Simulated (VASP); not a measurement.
Input of a VASP 6.6.1 run:

INCAR

```
PREC = Accurate
ENCUT = 600
EDIFF = 1E-6
ISMEAR = 1
SIGMA = 0.1
LREAL = F
LASPH = T
NELM = 200
ALGO = Normal
ISIF = 2
LWAVE = F
LCHARG = F
ISPIN = 2
MAGMOM = 0.07 0.27
LORBIT = 11
LMAXMIX = 4
GGA = CA
NBANDS = 18
GGA_COMPAT = F
```

KPOINTS

```
Automatic mesh
0
Gamma
  4 4 4
```

The input POSCAR:

```
MgSc
1.0
    3.5964512400      0.0000000000      0.0000000000
    0.0000000000      3.5964512400      0.0000000000
    0.0000000000      0.0000000000      3.5964512400
Mg Sc
1 1
Direct
    0.0000000000      0.0000000000      0.0000000000
    0.5000000000      0.5000000000      0.5000000000
```

Potentials or basis: VASP PAW LDA potentials, release 64 (Mg, Sc_sv).

The run is started by

```sh
$ cat potpaw_LDA.64/Mg/POTCAR potpaw_LDA.64/Sc_sv/POTCAR > POTCAR
$ mpirun -np 1 vasp_std > vasp.out
```

**Question.** Estimate the pressure.

**Answer.** -3.3 GPa.

**Question.** Estimate the net moment.

**Answer.** 0.00 μB per cell.

Caveat: the k points lie up to 0.44 Å⁻¹ apart.
